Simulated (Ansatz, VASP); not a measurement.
# NaCl: VASP beside Ansatz

```
Na Cl
1.0
     4.72108    0.00000    0.00000
    -2.36054    4.08857    0.00000
     0.00000    0.00000    5.56948
Na Cl
2 2
Direct
  0.33333 0.66667 0.93750
  0.66667 0.33333 0.43750
  0.33333 0.66667 0.43750
  0.66667 0.33333 0.93750
```

Alike in both runs: task single point; functional PBE; k mesh 6 × 6 × 6; no spin polarisation.

|  | VASP | Ansatz |
| --- | --- | --- |
| version | VASP 6.6.1 | Ansatz 0.2.0 |
| potentials or method | VASP PAW PBE potentials, release 64 (Na_pv, Cl) | plane waves, PAW |
| plane-wave cutoff (eV) | 520 | 420 |
| occupations | gaussian, width 0.01 eV | fixed |
| valence electrons in the cell | 28 | 32 |

|  | VASP | Ansatz | Ansatz less VASP |
| --- | --- | --- | --- |
| gap on the k mesh at the Fermi level (eV) | 4.84 | 4.84 | +0.001 |
| pressure (GPa) | 0.8 | 0.9 | +0.02 |
| traceless stress, the component that is largest in VASP (GPa) | 0.14 | 0.15 | +0.002 |

VASP's potentials hold 28 valence electrons a cell and Ansatz's 32, so a difference there can come from the potentials and not from the codes. Ansatz's warnings: structure snapped to symmetry.
